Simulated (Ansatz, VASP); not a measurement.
## HfN in VASP and in Ansatz

The input INCAR:

```
SYSTEM = HfN
  PREC = Accurate
  ENCUT = 520
  EDIFF = 1E-8
  ISMEAR = -1
  SIGMA = 0.03
  LREAL = .FALSE.
  LASPH = .TRUE.
  NELM = 100
  ALGO = Normal
  ISIF = 2
  LWAVE = .FALSE.
  LCHARG = .FALSE.
  GGA = CA
  LEFG = .TRUE.
  NBANDS = 14
```

Contents of KPOINTS:

```
Automatic mesh
0
G
  9 9 9
  0 0 0
```

The input POSCAR:

```
HfN
1.0
    0.0000000000      2.2560000000      2.2560000000
    2.2560000000      0.0000000000      2.2560000000
    2.2560000000      2.2560000000      0.0000000000
Hf N
1 1
Direct
   -0.0600000000     -0.0600000000      0.0600000000
    0.5600000000      0.5600000000      0.4400000000
```

Input for Ansatz:

```yaml
crystal:
  lattice:
    - [0.0, 2.256, 2.256]
    - [2.256, 0.0, 2.256]
    - [2.256, 2.256, 0.0]
  atoms:
    - { symbol: Hf, position: [-0.06, -0.06, 0.06] }
    - { symbol: "N", position: [0.56, 0.56, 0.44] }
kpoints:
  mp_grid: { grid: [9, 9, 9] }
scf:
  occupations: { method: fermi_dirac, width: 0.03 }
hamiltonian:
  xc: lda
  pseudopotentials: { kind: all_electron, datasets: crystal }
output:
  forces: true
  stress: true
  eigenvalues: true
  efg: { contact_densities: true }
```

Change from the starting cell: shortest bond scaled by 0.76, crystal datasets.

Alike in both runs: task electric field gradients; functional LDA; k mesh 9 × 9 × 9; occupations fermi-dirac, width 0.03 eV; no spin polarisation.

```csv
,VASP,Ansatz
version,VASP 6.6.1,Ansatz 0.2.0
potentials or method,"VASP PAW LDA potentials, release 64 (Hf_pv, N), cutoff 520 eV","all-electron PAW with datasets made for the crystal, scalar-relativistic"
```

|  | VASP | Ansatz | Ansatz less VASP |
| --- | --- | --- | --- |
| pressure (GPa) | 38.5 | 38.2 | -0.27 |
| traceless stress, the component that is largest in VASP (GPa) | 90.63 | 89.52 | -1.110 |
| rms of the force components (eV/Å) | 6.341 | 6.208 | -0.1337 |
| size of Vzz on the site where it differs most (V/Å²) | 231.2 | 280.3 | +49.10 |

LDA's correlation is that of Perdew and Zunger in VASP and of Perdew and Wang (1992) in Ansatz. Atom by atom the forces differ by 0.134 eV/Å (rms over components). Both programs put the cell under a high pressure, so it lies far from rest at this level. Ansatz ran all-electron here, and VASP with PAW potentials.

Neither program's run includes spin-orbit coupling.
